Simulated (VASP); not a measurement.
Here is a VASP 6.6.1 calculation.

Contents of INCAR:

```
PREC     = Accurate       # precision mode
ENCUT    = 520            # plane-wave cutoff, eV
EDIFF    = 1E-6           # SCF threshold, eV
ISMEAR   = 0              # smearing method
SIGMA    = 0.1            # smearing width, eV
LREAL    = False          # projectors in reciprocal space
LASPH    = True           # aspherical terms in the spheres
NELM     = 60             # most SCF steps
ALGO     = Normal         # electronic algorithm
ISIF     = 2              # what is computed and relaxed
LWAVE    = False          # write WAVECAR
LCHARG   = True           # write CHGCAR
GGA      = PE             # functional
LELF     = True           # ELF
LVHAR    = True         
NBANDS   = 86             # bands
```

Contents of KPOINTS:

```
regular mesh
0
Gamma
  3 2 3
```

The input POSCAR:

```
Cd12C
1.0
    5.9600000000      0.0000000000      0.0000000000
   -4.4700000000      7.7422670000      0.0000000000
    0.0000000000      0.0000000000      5.6202800000
Cd C
12 1
Direct
    0.0134673996     -0.0128518412      0.0040699483
    0.1739041061      0.2074567039      0.4582613838
   -0.0043156816      0.3174663919     -0.0091579602
    0.1745498591      0.5560432470      0.4842737245
    0.0172582997      0.6611341335      0.0176699729
    0.1737377195      0.8815674223      0.5350634514
    0.5161490496     -0.0110315959     -0.0341447466
    0.6721685909      0.2088978875      0.4663536829
    0.5170056586      0.3160249459     -0.0030465223
    0.6957479864      0.5536719237      0.4849887438
    0.5168636354      0.6634163044      0.0239388943
    0.6776381606      0.8841240271      0.4978782675
    0.3467254160      0.4356926500      0.7390536598
```

Potentials or basis: VASP PAW PBE potentials, release 64 (Cd, C).

The run is started by

```sh
$ cat potpaw_PBE.64/Cd/POTCAR potpaw_PBE.64/C/POTCAR > POTCAR
$ mpirun -np 1 vasp_std > vasp.out
```

Problem. Predict the pressure.

Solution. 6.8 GPa.

Problem. Predict the band gap on the k mesh.

Solution. Zero (bands 74 and 75 overlap by 0.96 eV).

Problem. What does it give for the largest force?

Solution. 0.053 eV/Å.

Stress tensor (GPa, compression positive):
```
 7.95 -0.23  0.35
-0.23  7.12 -0.16
 0.35 -0.16  5.34
```

Caveat: the k points lie up to 0.41 Å⁻¹ apart, too coarse for converged energies and pressures of a metal.
